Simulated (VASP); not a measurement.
# Be32H (a cell with a defect) in VASP: notebook

The runs below take Be32H (a cell with a defect) through single point, with PBE.

All numbers are computed with VASP 6.6.1; they aren't measurements. Logs are shortened: lines on timing, memory, paths and dates and some standing lists are left out, and cuts for length are marked.

## 1. The cell of the first run

The cell holds a defect, 33 atoms: a = 6.971 Å, b = 6.971 Å, c = 6.971 Å, α = 98.94°, β = 111.50°, γ = 118.57°.

## 2. Single point, PBE (with an interstitial atom, then relaxed in part)

The input, INCAR:

```
SYSTEM = Be32H
PREC = Accurate ; ENCUT = 520
EDIFF = 1E-6 ; ISMEAR = 0
SIGMA = 0.1 ; LREAL = Auto
LASPH = .TRUE. ; NELM = 80
ALGO = Normal ; ISIF = 2
LWAVE = .FALSE. ; LCHARG = .TRUE.
GGA = PE ; LELF = .TRUE.
LVHAR = .TRUE. ; NBANDS = 54
```

The input, KPOINTS:

```
Automatic mesh
0
Gamma
  4 4 4
  0.5 0.5 0.5
```

The input, POSCAR:

```
Be32H
1.0
   -5.6631533473     -1.9617738657      3.5608738295
    5.6631533473      1.9617738657      3.5608738295
   -1.1326306695      5.8853215972     -3.5608738295
Be H
32 1
Direct
    0.2107861042      0.8750015068      0.3359797991
    0.9583604019      0.4996347968      0.7088155035
    0.2101381898      0.6277076610      0.0843862784
    0.4580508123      0.4995777745      0.2081797199
    0.9584375725      0.0012046473      0.2159791782
    0.7068104119      0.6225978952      0.5810149875
    0.2101422916      0.1259412873      0.5826240585
    0.9585489767      0.7428331010      0.9574889234
    0.4570611249      0.7491328009      0.4577507286
    0.9583404898      0.2497365035      0.4589194676
    0.6982781781      0.8715231364      0.8270395380
    0.2081089106      0.3750163905      0.8332378997
    0.7117802528      0.3766164914      0.3353931114
    0.4570081016     -0.0004542209      0.7081720917
    0.7068148900      0.1260547982      0.0844952112
    0.4580651289      0.2501227006      0.9587526159
    0.7918690734      0.6246722518      0.1673737177
    0.5430839580      0.2507154309      0.5431006943
    0.7900367153      0.3721602317      0.9164461169
    0.0415446917      0.2569724929      0.0432058228
    0.5420091242      0.7496732085      0.0420917953
    0.2933726371      0.3773461654      0.4198340974
    0.7899925943      0.8737564657      0.4180969412
    0.5420446715      0.5002505688      0.7926097323
    0.0417499898      0.5001068838      0.2919948998
    0.5430252266      0.0001977717      0.2926043909
    0.2883377017      0.6231659052      0.6654287571
    0.7892134619      0.1246507090      0.6647341106
    0.3019282437      0.1282737165      0.1738504497
    0.0417496632      0.7499537204      0.5418233218
    0.2933804915      0.8738527632      0.9163238513
    0.0416090429     -0.0014441741      0.7847810397
    0.0003011971      0.0000960184      0.0007777636
```

Potentials or basis: VASP PAW PBE potentials, release 64 (Be, H).

Started as:

```
cat potpaw_PBE.64/Be/POTCAR potpaw_PBE.64/H/POTCAR > POTCAR
mpirun -np 1 vasp_std > vasp.out
```

OUTCAR:

```text
SYSTEM = Be32H
   PREC = Accurate
   ENCUT = 520
   EDIFF = 1E-6
   ISMEAR = 0
   LREAL = Auto
   LASPH = .TRUE.
   NELM = 80
   ISIF = 2
   GGA = PE

 ion  position               nearest neighbor table
   1  0.211  0.875  0.336-  30 2.20  25 2.20  29 2.21  26 2.21  18 2.21  17 2.22   9 2.25  14 2.25
                             7 2.26   3 2.26   8 2.28   5 2.28
   2  0.958  0.500  0.709-  27 2.20  18 2.20  28 2.20  31 2.21  30 2.21  19 2.22   8 2.23  13 2.25
                            12 2.26  10 2.26   6 2.27   3 2.27
   3  0.210  0.628  0.084-  20 2.18  31 2.20  26 2.20  21 2.20  25 2.22   8 2.22  19 2.23   9 2.26
                             1 2.26   2 2.27   4 2.27  12 2.27
   4  0.458  0.500  0.208-  23 2.20  29 2.21  20 2.21  21 2.21  17 2.21  22 2.22   6 2.25  16 2.26
                            12 2.27   9 2.27   3 2.27  13 2.28
   5  0.958  0.001  0.216-  33 1.63  23 2.18  21 2.21  17 2.21  22 2.21   7 2.22  10 2.23  20 2.27
                            29 2.27   1 2.28  15 2.28   8 2.34  11 2.35
   6  0.707  0.623  0.581-  22 2.19  23 2.20  18 2.20  30 2.21  32 2.21  24 2.22  13 2.25   4 2.25
                             2 2.27   9 2.27   8 2.28  11 2.28
   7  0.210  0.126  0.583-  32 2.18  22 2.20  18 2.20  24 2.21  30 2.22   5 2.22  23 2.23  14 2.26
                             1 2.26  10 2.27  16 2.27  12 2.27
   8  0.959  0.743  0.957-  33 1.63  19 2.18  24 2.21  17 2.21  31 2.21   3 2.22   2 2.23  32 2.27
                            29 2.27   1 2.28   6 2.28   5 2.34  11 2.35
   9  0.457  0.749  0.458-  22 2.20  23 2.20  25 2.20  26 2.21  28 2.21  27 2.21  11 2.23   1 2.25
[... 32 lines left out ...]
                            17 2.26  30 2.26  22 2.27  19 2.27
  26  0.543  0.000  0.293-  15 2.20   3 2.20  10 2.20   9 2.21   1 2.21  13 2.22  29 2.23  28 2.25
                            23 2.26  21 2.27  18 2.27  31 2.27
  27  0.288  0.623  0.665-  11 2.18   2 2.20  10 2.20  12 2.20  14 2.21   9 2.21  22 2.25  31 2.25
                            30 2.25  25 2.25  24 2.28  21 2.28
  28  0.789  0.125  0.665-  10 2.20   2 2.20  11 2.21   9 2.21  14 2.21  12 2.22  26 2.25  18 2.25
                            23 2.26  19 2.26  20 2.28  32 2.28
  29  0.302  0.128  0.174-  13 2.18  16 2.21   4 2.21   1 2.21  26 2.23  18 2.23   8 2.27   5 2.27
                            31 2.28  22 2.28  32 2.35  20 2.35
  30  0.042  0.750  0.542-  13 2.20  14 2.20   1 2.20   6 2.21   2 2.21   7 2.22  32 2.23  27 2.25
                            17 2.26  25 2.26  31 2.27  23 2.27
  31  0.293  0.874  0.916-  15 2.19   3 2.20  14 2.20   2 2.21   8 2.21  16 2.22  27 2.25  21 2.25
                            30 2.27  26 2.27  29 2.28  32 2.28
  32  0.042  0.999  0.785-  33 1.63   7 2.18  16 2.21  12 2.21   6 2.21  23 2.22  30 2.23   8 2.27
                            11 2.27  28 2.28  31 2.28  20 2.34  29 2.35
  33  0.000  0.000  0.001-   5 1.63  20 1.63   8 1.63  32 1.63

  LATTYP: Found a body centered orthorhombic cell.
 ALAT       =     7.1217476590
 B/A-ratio  =     1.1018496918
 C/A-ratio  =     1.2723064323

  Lattice vectors:

 A1 = (  -5.6631533473,  -1.9617738657,  -3.5608738295)
 A2 = (   1.1326306695,  -5.8853215972,   3.5608738295)
 A3 = (  -1.1326306695,   5.8853215972,   3.5608738295)

Analysis of symmetry for initial positions (statically):
=====================================================================
 Subroutine PRICEL returns:
 Original cell was already a primitive cell.

 Routine SETGRP: Setting up the symmetry group for a
 body centered orthorhombic supercell.

 Subroutine GETGRP returns: Found  1 space group operations
 (whereof  1 operations were pure point group operations)
 out of a pool of  8 trial point group operations.

The static configuration has the point symmetry C_1 .

Analysis of symmetry for dynamics (positions and initial velocities):
=====================================================================
 Subroutine PRICEL returns:
 Original cell was already a primitive cell.

 Routine SETGRP: Setting up the symmetry group for a
[... 43 lines left out ...]
   PSTRESS=    0.0 pullay stress
   NELECT =      65.0000    total number of electrons
   NUPDOWN=      -1.0000    fix difference up-down
   EMIN   =  10.00;   EMAX   =-10.00  energy-range for DOS
   EFERMI =   0.00;   METHOD = LEGACY
   ISMEAR =     0;   SIGMA  =   0.10  broadening in eV -4-tet -1-fermi 0-gaus
   EFERMI_NEDOS =   21; number of points for ismear=-14 and -15
   IALGO  =     38    algorithm
   IMIX   =      4    mixing-type and parameters
     AMIX     =   0.40;   BMIX     =  1.00
     AMIX_MAG =   1.60;   BMIX_MAG =  1.00
  volume/ion in A,a.u.               =       7.67        51.78
  Fermi-wavevector in a.u.,A,eV,Ry     =   1.040474  1.966211 14.729486  1.082587
  Thomas-Fermi vector in A             =   2.175052
   LORBIT       =      0    0 simple, 1 ext, 2 COOP (PROOUT), +10 PAW based schemes
   GGA     = PE    functional components
   LHFCALC =     F    Hartree Fock is set to
   AEXX    =    0.0000 exact exchange contribution
   IVDW    =     0    specifies the selected vdW correction
   LEPSILON=     F    determine dielectric tensor
   LRPA    =     F    only Hartree local field effects (RPA)
 non-spin polarized calculation
 Gauss-broadening in eV      SIGMA  =   0.10
  energy-cutoff  :      520.00
  volume of cell :      253.19
 maximum number of plane-waves:      6846
 NGX is ok and might be reduce to    54
   NGX = 25   NGY = 25   NGZ = 25

 number of electron      65.0000000 magnetization

 Free energy of the ion-electron system (eV)
  ---------------------------------------------------
  ext. energy  EPLUGINS =         0.00000000
  ---------------------------------------------------
  free energy    TOTEN  =      -122.06795029 eV

  energy without entropy =     -122.05225873  energy(sigma->0) =     -122.06010451

 E-fermi :   7.4967     XC(G=0): -10.6430

 val. band max:        7.4659257976   @ k =  -0.1250  -0.1250   0.1250
 cond. band min:       7.5556349362   @ k =   0.1250  -0.1250  -0.3750
 fundamental gap:      0.0897091386
 Fermi energy:         7.4966734700

 k-point     1 :       0.1250    0.1250    0.1250
  band No.  band energies     occupation
      1      -4.6862      2.00000
      2      -3.2487      2.00000
      3      -2.2826      2.00000
      4      -2.0524      2.00000
      5      -1.4863      2.00000
      6      -0.9475      2.00000
[... 1117 lines left out ...]
     43       8.9522      0.00000
     44       8.9567      0.00000

 [... further k-points ...]

 [bands above 44 left out]

------------------------ aborting loop because EDIFF is reached ----------------------------------------

  FORCE on cell =-STRESS in cart. coord.  units (eV):
  Direction    XX          YY          ZZ          XY          YZ          ZX
  --------------------------------------------------------------------------------------
  -------------------------------------------------------------------------------------
  Total        4.4441092      3.6729122      0.3297959     -0.6661835     -0.0235639      0.0408110
  in kB       28.1223416     23.2422037      2.0869501     -4.2156119     -0.1491123      0.2582521
  external PRESSURE =      17.8171651 kB  Pullay stress =       0.0000000 kB

 VOLUME and BASIS-vectors are now :
 -----------------------------------------------------------------------------
  energy-cutoff  :      520.00
  volume of cell :      253.19
      direct lattice vectors                 reciprocal lattice vectors
    -5.663153347 -1.961773866  3.560873830    -0.110362542  0.063717843  0.140414972
     5.663153347  1.961773866  3.560873830     0.055181271  0.095576765  0.140414972
    -1.132630669  5.885321597 -3.560873830    -0.055181271  0.159294609  0.000000000

 POSITION                                       TOTAL-FORCE (eV/Angst)
 -----------------------------------------------------------------------------------
      3.38101      3.28039      2.66997         0.002341     -0.000129      0.001855
     -3.40066      3.27169      2.66773         0.000379     -0.000593     -0.000472
      2.26918      1.31582      2.68297         0.001246      0.000107     -0.001514
     -0.00062      1.30667      2.66869        -0.000515     -0.000305      0.000238
     -5.66558     -0.60677      2.64809        -0.003754      0.000921      0.001870
     -1.13498      3.25425      2.66493        -0.001797      0.002788     -0.003303
[... 25 lines left out ...]
      4.53047      6.49600      0.90939         0.002220     -0.000448      0.000108
     -0.00204      0.00417     -0.00136         0.001225     -0.003936     -0.000253
 -----------------------------------------------------------------------------------
    total drift:                               -0.000553      0.000108     -0.000508

  FREE ENERGIE OF THE ION-ELECTRON SYSTEM (eV)
  ---------------------------------------------------
  free  energy   TOTEN  =      -122.0679502943 eV

  energy  without entropy=     -122.0522587312  energy(sigma->0) =     -122.06010451
```

Run time: 8.2 min. Hardware: 1 thread of Intel Xeon 6975P-C (Granite Rapids), shared host; peak memory 0.54 GiB.

What came out:

```
Free energy            : -122.0680 eV
Pressure               : 1.8 GPa
Largest force          : 0.008 eV/Å
Band gap on the k mesh : zero (an odd number of electrons rules out a gap without spin polarisation)
```

Forces in eV/Å, atoms in the order of the input:
```
Be   0.002  0.000  0.002
Be   0.000 -0.001  0.000
Be   0.001  0.000 -0.002
Be  -0.001  0.000  0.000
Be  -0.004  0.001  0.002
Be  -0.002  0.003 -0.003
Be   0.001  0.001 -0.001
Be  -0.003  0.001 -0.004
Be   0.000 -0.002 -0.001
Be   0.001  0.001  0.000
Be   0.006 -0.004  0.000
Be  -0.001  0.003  0.000
Be   0.000  0.000  0.001
Be   0.000  0.000  0.002
Be  -0.001 -0.001 -0.004
Be   0.001 -0.002  0.003
Be  -0.003  0.003  0.000
Be   0.000  0.000 -0.001
Be   0.001 -0.003 -0.001
Be   0.003  0.001  0.003
Be   0.000 -0.002 -0.001
Be  -0.002 -0.003  0.000
Be   0.002  0.002  0.001
Be  -0.002 -0.001 -0.001
Be   0.000  0.000  0.002
Be  -0.002  0.000  0.001
Be   0.001 -0.001  0.000
Be  -0.003  0.004  0.000
Be  -0.002  0.004  0.001
Be   0.001  0.001  0.001
Be   0.001  0.000 -0.001
Be   0.002  0.000  0.000
H    0.001 -0.004  0.000
```

Stress tensor (GPa, compression positive):
```
 2.81 -0.42  0.03
-0.42  2.32 -0.01
 0.03 -0.01  0.21
```

Caveat: the cell differs from its parent crystal (with an interstitial atom, then relaxed in part).

## 3. Single point, PBE

The input, INCAR:

```
ALGO = Normal
EDIFF = 1E-6
ENCUT = 520
GGA = PE
ISIF = 2
ISMEAR = 0
LASPH = T
LCHARG = F
LREAL = Auto
LWAVE = F
NBANDS = 54
NELM = 60
PREC = Accurate
SIGMA = 0.1
```

KPOINTS is that of step 2.

The input, POSCAR:

```
Be32H
1.0
   -5.6631533473     -1.9617738657      3.5608738295
    5.6631533473      1.9617738657      3.5608738295
   -1.1326306695      5.8853215972     -3.5608738295
Be H
32 1
Direct
    0.2107310605      0.8751564513      0.3355576412
    0.9583053430      0.4997895846      0.7083932735
    0.2100831276      0.6278624320      0.0839640572
    0.4579957754      0.4997326820      0.2077574874
    0.9583824274      0.0013594883      0.2155568850
    0.7067553700      0.6227527321      0.5805927719
    0.2100872127      0.1260961510      0.5822019091
    0.9584939190      0.7429880131      0.9570666209
    0.4570061540      0.7492877244      0.4573285604
    0.9582853747      0.2498913602      0.4584972664
    0.6982231929      0.8716779970      0.8266173425
    0.2080539382      0.3751713687      0.8328157283
    0.7117252112      0.3767714237      0.3349709194
    0.4569530693     -0.0002993788      0.7077499222
    0.7067598420      0.1262097373      0.0840730646
    0.4580099598      0.2502775138      0.9583303122
    0.7918140391      0.6248271163      0.1669515531
    0.5430288154      0.2508702471      0.5426784231
    0.7899817758      0.3723151429      0.9160239413
    0.0414897864      0.2571274405      0.0427836749
    0.5419540882      0.7498280834      0.0416696394
    0.2933176528      0.3775011081      0.4194119313
    0.7899376025      0.8739113623      0.4176747918
    0.5419896689      0.5004055805      0.7921875637
    0.0416949352      0.5002617324      0.2915726207
    0.5429701677      0.0003525946      0.2921821595
    0.2882826224      0.6233206561      0.6650065042
    0.7891584590      0.1248056216      0.6643118765
    0.3018732141      0.1284285368      0.1734282856
    0.0416946508      0.7501085582      0.5414011890
    0.2933255061      0.8740077009      0.9159016643
    0.0415540331     -0.0012892626      0.7843588123
    0.0002462004      0.0002509233      0.0003555854
```

Potentials or basis: VASP PAW PBE potentials, release 64 (Be, H).

Started as:

```
cat potpaw_PBE.64/Be/POTCAR potpaw_PBE.64/H/POTCAR > POTCAR
mpirun -np 1 vasp_std > vasp.out
```

It took 11 min on 1 thread of Intel Xeon 6975P-C (Granite Rapids), shared host; peak memory 0.54 GiB.

The run converged. Its results:

* Free energy: -122.0679 eV
* Pressure: 1.8 GPa
* Largest force: 0.008 eV/Å
* Band gap on the k mesh: zero (an odd number of electrons rules out a gap without spin polarisation)

Forces in eV/Å, atoms in the order of the input:
```
Be   0.002  0.000  0.002
Be   0.000  0.000 -0.001
Be   0.001  0.000 -0.002
Be  -0.001  0.000  0.000
Be  -0.004  0.001  0.002
Be  -0.002  0.003 -0.003
Be   0.001  0.001 -0.001
Be  -0.003  0.001 -0.004
Be   0.000 -0.002 -0.001
Be   0.001  0.001  0.000
Be   0.006 -0.005  0.000
Be  -0.001  0.003  0.000
Be   0.000  0.000  0.001
Be   0.000  0.001  0.002
Be  -0.001 -0.001 -0.004
Be   0.001 -0.002  0.003
Be  -0.003  0.003  0.000
Be   0.000  0.000 -0.001
Be   0.001 -0.003 -0.001
Be   0.003  0.001  0.003
Be   0.000 -0.002 -0.001
Be  -0.002 -0.003  0.000
Be   0.002  0.002  0.001
Be  -0.002 -0.001 -0.001
Be   0.000  0.000  0.002
Be  -0.002  0.000  0.001
Be   0.001 -0.001  0.000
Be  -0.003  0.004  0.000
Be  -0.002  0.004  0.001
Be   0.001  0.001  0.001
Be   0.001  0.000 -0.001
Be   0.002  0.000  0.000
H    0.001 -0.004  0.000
```

Stress tensor (GPa, compression positive):
```
 2.81 -0.42  0.03
-0.42  2.32 -0.01
 0.03 -0.01  0.21
```

Levels at points of the mesh, in eV from the Fermi level:
```csv
k point,band 29,band 30,band 31,band 32,band 33,band 34,band 35,band 36
"(0.12, 0.12, 0.12)",-1.88,-1.79,-1.37,-1.32,-0.13,0.71,1.13,1.22
```

## 4. Single point, PBE

The input, INCAR:

```
SYSTEM = Be32H
PREC     = Accurate       ! precision mode
ENCUT    = 520            ! plane-wave cutoff, eV
EDIFF    = 1E-6           ! SCF threshold, eV
ISMEAR   = 0              ! smearing method
SIGMA    = 0.1            ! smearing width, eV
LREAL    = Auto         
LASPH    = .TRUE.         ! aspherical terms in the spheres
NELM     = 60             ! most SCF steps
ALGO     = Normal         ! electronic algorithm
ISIF     = 2              ! what is computed and relaxed
LWAVE    = .FALSE.        ! write WAVECAR
LCHARG   = .FALSE.        ! write CHGCAR
GGA      = PE             ! functional
NBANDS   = 54             ! bands
```

KPOINTS is that of step 3.

The input, POSCAR:

```
Be32H
1.0
   -5.6631533473     -1.9617738657      3.5608738295
    5.6631533473      1.9617738657      3.5608738295
   -1.1326306695      5.8853215972     -3.5608738295
Be H
32 1
Direct
    0.2083142092      0.8732760485      0.3349934595
    0.9581704623      0.5007880467      0.7078178823
    0.2081060472      0.6274239228      0.0840984035
    0.4643519595      0.5071951814      0.2156411108
    0.9582179036     -0.0001979967      0.2078124781
    0.7062366208      0.6222628190      0.5823252906
    0.2080892269      0.1239057298      0.5805881511
    0.9581584942      0.7502844571      0.9583304430
    0.4587074902      0.7502934877      0.4585989340
    0.9581917874      0.2503503353      0.4573214594
    0.7078756134      0.8748624943      0.8330485293
    0.2050003013      0.3784449368      0.8265717968
    0.7104937724      0.3748466210      0.3356881654
    0.4586890982      0.0001222272      0.7084273024
    0.7062912288      0.1239578731      0.0839761006
    0.4643438157      0.2487061198      0.9572164075
    0.7923555980      0.6252381256      0.1671843541
    0.5419592141      0.2496776019      0.5426715220
    0.7938985017      0.3761191236      0.9160358660
    0.0359212683      0.2514272660      0.0429332470
    0.5419471256      0.7496796634      0.0416695557
    0.2921599467      0.3761625108      0.4194071512
    0.7938943400      0.8778853597      0.4177981733
    0.5419751810      0.5002382008      0.7922424357
    0.0413962975      0.4999119822      0.2916066496
    0.5419507263     -0.0007968143      0.2922501196
    0.2918004440      0.6267543553      0.6650291078
    0.7895987499      0.1251734828      0.6644423861
    0.2950607046      0.1216058587      0.1733827399
    0.0413941741      0.7497883122      0.5415027608
    0.2921366125      0.8726868408      0.9159269626
    0.0358026593     -0.0071744221      0.7844429975
    0.2498953499      0.2498906269     -0.0003555854
```

Started as:

```
cat potpaw_PBE.64/Be/POTCAR potpaw_PBE.64/H/POTCAR > POTCAR
mpirun -np 1 vasp_std > vasp.out
```

It took 8.8 min on 1 thread of AMD EPYC 9R45 (Zen 5), shared host; peak memory 0.52 GiB.

It converged, with:

| Quantity | Value |
| --- | --- |
| Free energy | -122.0680 eV |
| Pressure | 1.8 GPa |
| Largest force | 0.007 eV/Å |
| Band gap on the k mesh | zero (an odd number of electrons rules out a gap without spin polarisation) |

Forces in eV/Å, atoms in the order of the input:
```
Be  -0.001  0.001  0.001
Be   0.002  0.000  0.001
Be  -0.001  0.000 -0.001
Be  -0.003  0.001  0.001
Be   0.002  0.001 -0.001
Be  -0.002 -0.002  0.000
Be   0.002  0.003  0.000
Be   0.000  0.002 -0.001
Be  -0.001 -0.001  0.001
Be   0.000  0.000 -0.001
Be   0.003 -0.003  0.001
Be   0.002 -0.003  0.001
Be   0.003 -0.004  0.001
Be   0.000  0.000  0.002
Be  -0.001  0.002 -0.001
Be  -0.004 -0.001  0.004
Be   0.001 -0.003 -0.001
Be   0.000  0.002  0.000
Be  -0.001  0.000 -0.001
Be   0.004 -0.001 -0.004
Be  -0.001  0.002  0.003
Be   0.002 -0.003 -0.003
Be  -0.001 -0.001  0.000
Be   0.001  0.000  0.001
Be   0.000  0.000  0.000
Be   0.000 -0.001  0.003
Be   0.000  0.000  0.000
Be  -0.002  0.000  0.001
Be  -0.006  0.004  0.000
Be  -0.001 -0.001  0.000
Be   0.001  0.001 -0.004
Be   0.004 -0.001  0.001
H   -0.001  0.004  0.000
```

Stress tensor (GPa, compression positive):
```
 2.81 -0.42 -0.03
-0.42  2.33  0.02
-0.03  0.02  0.21
```

Levels at points of the mesh, in eV from the Fermi level:
```tsv
k point	band 29	band 30	band 31	band 32	band 33	band 34	band 35	band 36
(0.12, 0.12, 0.12)	-1.84	-1.79	-1.42	-1.29	-0.04	0.73	1.23	1.31
```

The gap in the log of VASP goes by the Fermi energy; the results here count the filled bands.